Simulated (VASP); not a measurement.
# Cu (P6_3/mmc) in VASP: single point with r2SCAN

Aim: the single point of Cu with r2SCAN.

All numbers are computed with VASP 6.6.1; they aren't measurements. Logs are shortened: lines on timing, memory, paths and dates and some standing lists are left out, and cuts for length are marked.

## 1. The cell of the first run

It takes space group P6_3/mmc (No. 194, hexagonal). Conventional cell: a = 2.914 Å, b = 2.914 Å, c = 4.113 Å, α = 90.00°, β = 90.00°, γ = 120.00°. Within 3.5 Å of Cu (site symmetry -6m2) lie 12 Cu at 2.66 to 2.91 Å.

This isn't the form of Cu at room conditions, which is fcc.

## 2. Single point, r2SCAN (strain +0.1500 x Voigt [1, 1, 0, 0, 0, 0])

POSCAR

```
Cu
1.0
    2.9142111703      0.0000000000      0.0000000000
   -1.4571055851      2.5237809055      0.0000000000
    0.0000000000      0.0000000000      4.1125710000
Cu
2
Direct
    0.3333333333      0.6666666667      0.2500000000
    0.6666666667      0.3333333333      0.7500000000
```

INCAR.step1

```
SYSTEM = Cu
PREC = Accurate
ENCUT = 520
ISMEAR = 0
SIGMA = 0.15
LREAL = .False.
LASPH = .True.
NELM = 80
NBANDS = 18
GGA = PE
ALGO = Normal
EDIFF = 1E-4
LWAVE = .True.
LCHARG = .False.
```

INCAR.step2

```
SYSTEM = Cu
PREC = Accurate
ENCUT = 520
EDIFF = 1E-7
ISMEAR = 0
SIGMA = 0.15
LREAL = .False.
LASPH = .True.
NELM = 80
ALGO = Normal
ISIF = 2
LWAVE = .False.
LCHARG = .False.
METAGGA = R2SCAN
LMIXTAU = .True.
NBANDS = 18
ISTART = 1
```

KPOINTS

```
Automatic mesh
0
Gamma
  24 24 12
  0 0 0
```

Potentials or basis: VASP PAW PBE potentials, release 64 (Cu).

Command:

```
> cat potpaw_PBE.64/Cu/POTCAR > POTCAR
> cp INCAR.step1 INCAR
> mpirun -np 1 vasp_std > vasp.out
> cp INCAR.step2 INCAR
> mpirun -np 1 vasp_std > vasp.out
```

OUTCAR:

```text
SYSTEM = Cu
   PREC = Accurate
   ENCUT = 520
   EDIFF = 1E-7
   ISMEAR = 0
   LREAL = .False.
   LASPH = .True.
   NELM = 80
   ISIF = 2
   METAGGA = R2SCAN
   ISTART = 1

 ion  position               nearest neighbor table
   1  0.333  0.667  0.250-   2 2.66   2 2.66   2 2.66   2 2.66   2 2.66   2 2.66
   2  0.667  0.333  0.750-   1 2.66   1 2.66   1 2.66   1 2.66   1 2.66   1 2.66

  LATTYP: Found a hexagonal cell.
 ALAT       =     2.9142111703
 C/A-ratio  =     1.4112124207

  Lattice vectors:

 A1 = (   2.9142111703,   0.0000000000,   0.0000000000)
 A2 = (  -1.4571055851,   2.5237809055,   0.0000000000)
 A3 = (   0.0000000000,   0.0000000000,   4.1125710000)

Analysis of symmetry for initial positions (statically):
=====================================================================
 Subroutine PRICEL returns:
 Original cell was already a primitive cell.

 Routine SETGRP: Setting up the symmetry group for a
 hexagonal supercell.

 Subroutine GETGRP returns: Found 24 space group operations
 (whereof 12 operations were pure point group operations)
 out of a pool of 24 trial point group operations.

The static configuration has the point symmetry D_3d.
 The point group associated with its full space group is D_6h.

Analysis of symmetry for dynamics (positions and initial velocities):
=====================================================================
 Subroutine PRICEL returns:
 Original cell was already a primitive cell.

 Routine SETGRP: Setting up the symmetry group for a
 hexagonal supercell.

 Subroutine GETGRP returns: Found 24 space group operations
 (whereof 12 operations were pure point group operations)
 out of a pool of 24 trial point group operations.

The dynamic configuration has the point symmetry D_3d.
 The point group associated with its full space group is D_6h.

 Subroutine INISYM returns: Found 24 space group operations
 (whereof 12 operations are pure point group operations),
 and found     1 'primitive' translations

----------------------------------------------------------------------------------------

                                     Primitive cell

  volume of cell :      30.2473

  direct lattice vectors                    reciprocal lattice vectors
     2.914211170  0.000000000  0.000000000     0.343146032  0.198115454  0.000000000
    -1.457105585  2.523780905  0.000000000     0.000000000  0.396230908  0.000000000
     0.000000000  0.000000000  4.112571000     0.000000000  0.000000000  0.243156896

  length of vectors
[... 81 lines left out ...]
   NELM   =     80;   NELMIN=  2; NELMDL=  0     # of ELM steps
   EDIFF  = 0.1E-06   stopping-criterion for ELM
   LREAL  =      F    real-space projection
   EDIFFG = 0.1E-05   stopping-criterion for IOM
   NSW    =      0    number of steps for IOM
   IBRION =     -1    ionic relax: 0-MD 1-quasi-New 2-CG
   NFREE  =      0    steps in history (QN), initial steepest desc. (CG)
   ISIF   =      2    stress and relaxation
   ISYM   =      2    0-nonsym 1-usesym 2-fastsym
   POTIM  = 0.5000    time-step for ionic-motion
   TEBEG  =    0.0;   TEEND  =   0.0 temperature during run
   PSTRESS=    0.0 pullay stress
   NELECT =      22.0000    total number of electrons
   NUPDOWN=      -1.0000    fix difference up-down
   EMIN   =  10.00;   EMAX   =-10.00  energy-range for DOS
   EFERMI =   0.00;   METHOD = LEGACY
   ISMEAR =     0;   SIGMA  =   0.15  broadening in eV -4-tet -1-fermi 0-gaus
   EFERMI_NEDOS =   21; number of points for ismear=-14 and -15
   IALGO  =     38    algorithm
   IMIX   =      4    mixing-type and parameters
     AMIX     =   0.40;   BMIX     =  1.00
     AMIX_MAG =   1.60;   BMIX_MAG =  1.00
  volume/ion in A,a.u.               =      15.12       102.06
  Fermi-wavevector in a.u.,A,eV,Ry     =   1.472269  2.782184 29.491644  2.167575
  Thomas-Fermi vector in A             =   2.587304
   LORBIT       =      0    0 simple, 1 ext, 2 COOP (PROOUT), +10 PAW based schemes
   METAGGA = R2SCAN    functional components
   LHFCALC =     F    Hartree Fock is set to
   AEXX    =    0.0000 exact exchange contribution
   IVDW    =     0    specifies the selected vdW correction
   LEPSILON=     F    determine dielectric tensor
   LRPA    =     F    only Hartree local field effects (RPA)
 non-spin polarized calculation
 Gauss-broadening in eV      SIGMA  =   0.15
  energy-cutoff  :      520.00
  volume of cell :       30.25
 maximum number of plane-waves:       838
 NGX is ok and might be reduce to    24
   NGX = 11   NGY = 11   NGZ = 15

 number of electron      21.9999988 magnetization

 Free energy of the ion-electron system (eV)
  ---------------------------------------------------
  ext. energy  EPLUGINS =         0.00000000
  ---------------------------------------------------
  free energy    TOTEN  =       -20.92798074 eV

  energy without entropy =      -20.92153573  energy(sigma->0) =      -20.92475824

 E-fermi :   4.7644     XC(G=0): -12.1265

 val. band max:        4.7573195529   @ k =   0.3333   0.0417   0.4167
 cond. band min:       4.7712768589   @ k =   0.1667   0.0417   0.2500
 fundamental gap:      0.0139573060
 Fermi energy:         4.7644011627

 k-point     1 :       0.0000    0.0000    0.0000
  band No.  band energies     occupation
      1      -3.1217      2.00000
      2       0.9305      2.00000
      3       2.2936      2.00000
      4       2.2938      2.00000
      5       2.3736      2.00000
      6       2.3736      2.00000
[... 481 lines left out ...]
      5       2.0986      2.00000
      6       2.5027      2.00000
[... 10 lines left out ...]
     17      15.3772      0.00000
     18      19.9351      0.00000

 [... further k-points ...]

------------------------ aborting loop because EDIFF is reached ----------------------------------------

  FORCE on cell =-STRESS in cart. coord.  units (eV):
  Direction    XX          YY          ZZ          XY          YZ          ZX
  --------------------------------------------------------------------------------------
  -------------------------------------------------------------------------------------
  Total       -4.1952101     -4.1952101     -3.0026758     -0.0000000      0.0000000      0.0000000
  in kB     -222.2174806   -222.2174806   -159.0497325     -0.0000000      0.0000000      0.0000000
  external PRESSURE =    -201.1615646 kB  Pullay stress =       0.0000000 kB

 VOLUME and BASIS-vectors are now :
 -----------------------------------------------------------------------------
  energy-cutoff  :      520.00
  volume of cell :       30.25
      direct lattice vectors                 reciprocal lattice vectors
     2.914211170  0.000000000  0.000000000     0.343146032  0.198115454  0.000000000
    -1.457105585  2.523780905  0.000000000     0.000000000  0.396230908  0.000000000
     0.000000000  0.000000000  4.112571000     0.000000000  0.000000000  0.243156896

 POSITION                                       TOTAL-FORCE (eV/Angst)
 -----------------------------------------------------------------------------------
     -0.00000      1.68252      1.02814        -0.000000     -0.000000      0.000000
      1.45711      0.84126      3.08443         0.000000      0.000000      0.000000
 -----------------------------------------------------------------------------------
    total drift:                               -0.000000      0.000000     -0.000000

  FREE ENERGIE OF THE ION-ELECTRON SYSTEM (eV)
  ---------------------------------------------------
  free  energy   TOTEN  =       -20.9279807396 eV

  energy  without entropy=      -20.9215357322  energy(sigma->0) =      -20.92475824
```

OSZICAR.step1:

```text
N       E                     dE             d eps       ncg     rms          rms(c)
DAV:   1     0.126726012021E+03    0.12673E+03   -0.10464E+04 16044   0.202E+03
DAV:   2    -0.253103642817E+01   -0.12926E+03   -0.12259E+03 15420   0.276E+02
DAV:   3    -0.833603510654E+01   -0.58050E+01   -0.55497E+01 17434   0.829E+01
DAV:   4    -0.840141501132E+01   -0.65380E-01   -0.65333E-01 18488   0.938E+00
DAV:   5    -0.840233652469E+01   -0.92151E-03   -0.92148E-03 19220   0.933E-01    0.994E+00
DAV:   6    -0.794552845816E+01    0.45681E+00   -0.12660E+01 16490   0.945E+01    0.680E+00
DAV:   7    -0.695573684713E+01    0.98979E+00   -0.29980E+00 16638   0.426E+01    0.466E-01
DAV:   8    -0.695376595842E+01    0.19709E-02   -0.70078E-02 21816   0.526E+00    0.744E-01
DAV:   9    -0.694448787155E+01    0.92781E-02   -0.27158E-02 17310   0.416E+00    0.876E-02
DAV:  10    -0.694442129384E+01    0.66578E-04   -0.61741E-04 22442   0.515E-01
   1 F= -.69444213E+01 E0= -.69410098E+01  d E =-.682297E-02
```

Wall time 6.6 min (1 thread of Intel Xeon Platinum 8488C (Sapphire Rapids), shared host); peak memory 0.3 GiB.

Results:

```yaml
Free_energy: -20.9280 eV
Pressure: -20.1 GPa
Band_gap_on_the_k_mesh: zero (bands 11 and 12 overlap by 4.79 eV)
```

Caveat: the cell differs from its parent crystal (strain +0.1500 x Voigt [1, 1, 0, 0, 0, 0]); the stress differs along the axes, from -22 to -16 GPa; the PAW data sets were made with another functional, which shifts forces and pressure a little.
